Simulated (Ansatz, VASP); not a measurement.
**ZrNbSe3: VASP beside Ansatz**

```
CELL_PARAMETERS angstrom
5.67857 0.00000 0.00000
-2.83928 4.91778 0.00000
0.00000 0.00000 5.32592
ATOMIC_POSITIONS crystal
Zr 0.00000 0.00000 0.00000
Nb 0.00000 0.00000 0.50000
Se 0.50000 0.00000 0.00000
Se 0.00000 0.50000 0.00000
Se 0.50000 0.50000 0.00000
```

Alike in both runs: functional PBE; k mesh 6 × 6 × 4; occupations gaussian, width 0.1 eV; collinear spin.

Ansatz relaxed the structure, and its values are those at the end. VASP's run is a single point on that final structure, the one shown.

|  | VASP | Ansatz |
| --- | --- | --- |
| version | VASP 6.6.1 | Ansatz 0.2.0 |
| potentials or method | VASP PAW PBE potentials, release 64 (Zr_sv, Nb_sv, Se), cutoff 520 eV | scalar-relativistic, plane waves, PAW |
| valence electrons in the cell | 43 | 73 |

```csv
,VASP,Ansatz,Ansatz less VASP
gap on the k mesh at the Fermi level (eV),none,none,-
pressure (GPa),0.0,-0.1,-0.02
net moment per atom (μB),0.65,0.65,0.000
size of the moment on the site where the two differ most (μB),2.01,1.81,-0.199
```

Site moments also hang on the region over which each program counts them. A gap of «none» marks a metal or a gap that the smearing closes. VASP's potentials hold 43 valence electrons a cell and Ansatz's 73, so a difference there can come from the potentials and not from the codes.
